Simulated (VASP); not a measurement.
A run of VASP 6.6.1:

POSCAR

```
Mn
1.0
    1.6424929516      0.0000000000      0.0000000000
    0.0000000000      1.6424929516      0.0000000000
    0.0000000000      0.0000000000      1.6424929516
Mn
1
Direct
    0.0000000000      0.0000000000      0.0000000000
```

File INCAR.step1:

```
SYSTEM = Mn
ALGO     = Normal         ! electronic algorithm
EDIFF    = 1E-6           ! SCF threshold, eV
ENCUT    = 510            ! plane-wave cutoff, eV
GGA      = CA             ! functional
GGA_COMPAT= .False.      
ISIF     = 2              ! what is computed and relaxed
ISMEAR   = -1             ! smearing method
ISPIN    = 2              ! spin polarisation
LASPH    = .True.         ! aspherical terms in the spheres
LCHARG   = .True.         ! write CHGCAR
LMAXMIX  = 4              ! l up to which the mixer works
LORBIT   = 11             ! projections on sites
LREAL    = .False.        ! projectors in reciprocal space
LWAVE    = .False.        ! write WAVECAR
MAGMOM   = 3              ! initial moments
NBANDS   = 18             ! bands
NEDOS    = 2001           ! points of the DOS
NELM     = 200            ! most SCF steps
PREC     = Accurate       ! precision mode
SIGMA    = 0.1            ! smearing width, eV
```

File KPOINTS.step1:

```
k-points
0
Gamma
  19 19 19
  0 0 0
```

INCAR.step2

```
SYSTEM = Mn
ALGO     = Normal         ! electronic algorithm
EDIFF    = 1E-6           ! SCF threshold, eV
ENCUT    = 510            ! plane-wave cutoff, eV
GGA      = CA             ! functional
GGA_COMPAT= .False.      
ICHARG   = 11             ! starting density
ISIF     = 2              ! what is computed and relaxed
ISMEAR   = -5             ! smearing method
ISPIN    = 2              ! spin polarisation
LASPH    = .True.         ! aspherical terms in the spheres
LCHARG   = .False.        ! write CHGCAR
LMAXMIX  = 4              ! l up to which the mixer works
LORBIT   = 10             ! projections on sites
LREAL    = .False.        ! projectors in reciprocal space
LWAVE    = .False.        ! write WAVECAR
MAGMOM   = 3              ! initial moments
NBANDS   = 18             ! bands
NEDOS    = 2001           ! points of the DOS
NELM     = 200            ! most SCF steps
PREC     = Accurate       ! precision mode
SIGMA    = 0.1            ! smearing width, eV
```

KPOINTS.step2

```
k-points
0
Gamma
  29 29 29
  0 0 0
```

Potentials or basis: VASP PAW LDA potentials, release 64 (Mn_sv).

Launch:

```bash
$ cat potpaw_LDA.64/Mn_sv/POTCAR > POTCAR
$ cp INCAR.step1 INCAR
$ cp KPOINTS.step1 KPOINTS
$ mpirun -np 1 vasp_std > vasp.out
$ cp INCAR.step2 INCAR
$ cp KPOINTS.step2 KPOINTS
$ mpirun -np 1 vasp_std > vasp.out
```

Hardware: 1 thread of AMD EPYC 9R45 96-Core Processor (Zen 5), with other jobs on the host.

Q: Estimate the wall time of this run.

A: Wall time 61 s on 1 thread of AMD EPYC 9R45 96-Core Processor (Zen 5), with other jobs on the host, peak memory 0.23 GiB. Counts: k points 680.
